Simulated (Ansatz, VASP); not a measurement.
# Two plane-wave programs on BaS

```
Ba S
1.0
     3.83376    0.00000    0.00000
     0.00000    3.83376    0.00000
     0.00000    0.00000    3.83376
Ba S
1 1
Cartesian
  0.0000 0.0000 0.0000
  1.9169 1.9169 1.9169
```

Alike in both runs: task single point; functional PBE; k mesh 6 × 6 × 6; non-collinear spin, spin-orbit coupling.

|  | VASP | Ansatz |
| --- | --- | --- |
| version | VASP 6.6.1 | Ansatz 0.2.0 |
| potentials or method | VASP PAW PBE potentials, release 64 (Ba_sv, S) | plane waves, PAW |
| plane-wave cutoff (eV) | 520 | 420 |
| occupations | gaussian, width 0.01 eV | fixed |
| valence electrons in the cell | 16 | 16 |

Ansatz gave:

- pressure (GPa): 0.3
- net moment per atom (μB): 0.00

Q: What did VASP give for the same quantities?

A: Pressure (GPa): 1.2; net moment per atom (μB): 0.00.
